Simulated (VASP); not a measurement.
Input of a VASP 6.6.1 run:

INCAR

```
SYSTEM = Si
  PREC = Accurate
  ENCUT = 520
  EDIFF = 1E-7
  ISMEAR = 0
  SIGMA = 0.02
  LREAL = Auto
  LASPH = .TRUE.
  NELM = 100
  ALGO = Normal
  ISIF = 2
  LWAVE = .FALSE.
  LCHARG = .FALSE.
  GGA = CA
  IBRION = 2
  NSW = 80
  EDIFFG = -0.03
```

The input KPOINTS:

```
Automatic mesh
0
G
  2 2 2
  0 0 0
```

POSCAR

```
Si
1.0
    0.0000000000      5.4300000000      5.4300000000
    5.4300000000      0.0000000000      5.4300000000
    5.4300000000      5.4300000000      0.0000000000
Si
17
Direct
    0.0000000000      0.0000000000      0.0000000000
    0.1250000000      0.1250000000      0.1250000000
    0.0000000000      0.0000000000      0.5000000000
    0.1250000000      0.1250000000      0.6250000000
    0.0000000000      0.5000000000      0.0000000000
    0.1250000000      0.6250000000      0.1250000000
    0.0000000000      0.5000000000      0.5000000000
    0.1250000000      0.6250000000      0.6250000000
    0.5000000000      0.0000000000      0.0000000000
    0.6250000000      0.1250000000      0.1250000000
    0.5000000000      0.0000000000      0.5000000000
    0.6250000000      0.1250000000      0.6250000000
    0.5000000000      0.5000000000      0.0000000000
    0.6250000000      0.6250000000      0.1250000000
    0.5000000000      0.5000000000      0.5000000000
    0.6250000000      0.6250000000      0.6250000000
    0.3655739000      0.8772511000      0.3700906000
```

Potentials or basis: VASP PAW LDA potentials, release 64 (Si).

The run is started by

```sh
$ cat potpaw_LDA.64/Si/POTCAR > POTCAR
$ mpirun -np 1 vasp_std > vasp.out
```

Task: Estimate the band gap on the k mesh.

Result: Zero (band 34 reaches 6.81 eV, above the bottom of band 35 at 6.57 eV).

Task: Estimate the energy gained by relaxing.

Result: 8.0 meV/atom.

Forces in eV/Å, atoms in the order of the input:
```
Si   0.002  0.000  0.002
Si   0.002  0.006  0.000
Si  -0.009 -0.004  0.001
Si  -0.008 -0.007 -0.008
Si  -0.003 -0.003 -0.003
Si   0.000 -0.003 -0.002
Si   0.001  0.002  0.000
Si   0.005 -0.002  0.007
Si  -0.002 -0.009 -0.005
Si  -0.007 -0.006 -0.010
Si   0.018  0.012  0.016
Si   0.003  0.008  0.004
Si   0.000  0.002  0.002
Si   0.008 -0.001  0.003
Si  -0.011  0.001 -0.013
Si  -0.004 -0.012 -0.004
Si   0.004  0.016  0.009
```

Caveat: the k points lie up to 0.50 Å⁻¹ apart.
